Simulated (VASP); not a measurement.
## Be12Si: single point with PBE

System: Be12Si, a slab with vacuum.

```
CELL_PARAMETERS angstrom
4.58000 0.00000 0.00000
2.29000 3.96640 0.00000
0.00000 0.00000 16.58843
ATOMIC_POSITIONS crystal
Be 0.00000 0.00000 0.06028
Be 0.50000 0.00000 0.06028
Be 0.00000 0.50000 0.06028
Be 0.50000 0.50000 0.06028
Be 0.83613 0.33671 0.17046
Be 0.33321 0.32870 0.16975
Be 0.82876 0.83315 0.16955
Be 0.33392 0.83389 0.16642
Be 0.99662 0.00646 0.27306
Be 0.49519 0.99517 0.28917
Be 0.00581 0.50574 0.28250
Be 0.50581 0.49694 0.27343
Si 0.22161 0.72649 0.38810
```

* Program: VASP 6.6.1
* Task: single point
* Functional: PBE
* Potentials or basis: VASP PAW PBE potentials, release 64 (Be, Si)
* Cutoff: 520 eV
* k mesh: 6 × 6 × 1
* Occupations: gaussian, width 0.15 eV
* Spin: no spin polarisation
* Dipole correction: no
* Further INCAR settings: ALGO = Normal; EDIFF = 1e-07; NBANDS = 26

| Item | Value |
| --- | --- |
| Largest force | 0.315 eV/Å |
| Band gap on the k mesh | zero (bands 14 and 15 overlap by 0.03 eV) |

Forces on the atoms (eV/Å):
```
Be  -0.134  0.264 -0.109
Be   0.136  0.084  0.093
Be  -0.160 -0.097  0.082
Be   0.156 -0.249 -0.101
Be   0.003  0.002 -0.002
Be  -0.001  0.003  0.001
Be   0.002 -0.003  0.007
Be  -0.003 -0.002  0.003
Be  -0.002 -0.010  0.009
Be   0.001 -0.001  0.011
Be   0.004  0.004  0.002
Be  -0.005  0.005  0.007
Si   0.001 -0.001 -0.005
```

Levels at points of the mesh, in eV from the Fermi level:
| k point | band 10 | band 11 | band 12 | band 13 | band 14 | band 15 | band 16 | band 17 | band 18 | band 19 |
| --- | --- | --- | --- | --- | --- | --- | --- | --- | --- | --- |
| (0.00, 0.00, 0.00) | -2.39 | -1.93 | -1.86 | -1.85 | -1.39 | -0.11 | 0.81 | 1.48 | 2.62 | 2.93 |
| (0.50, 0.00, 0.00) | -2.58 | -1.80 | -0.69 | -0.63 | -0.17 | 0.29 | 1.68 | 2.48 | 2.88 | 3.14 |
| (0.50, 0.50, 0.00) | -2.58 | -1.83 | -0.72 | -0.64 | -0.15 | 0.35 | 1.64 | 2.61 | 2.98 | 3.05 |
| (0.00, 0.50, 0.00) | -2.58 | -1.80 | -0.69 | -0.63 | -0.17 | 0.29 | 1.68 | 2.48 | 2.88 | 3.14 |

Run time: 4.5 min on 1 thread of AMD EPYC 7R43 64-Core Processor (Zen 3) (shared host), peak memory 0.41 GiB.

Caveat: there is no dipole correction, which matters where the two faces differ.
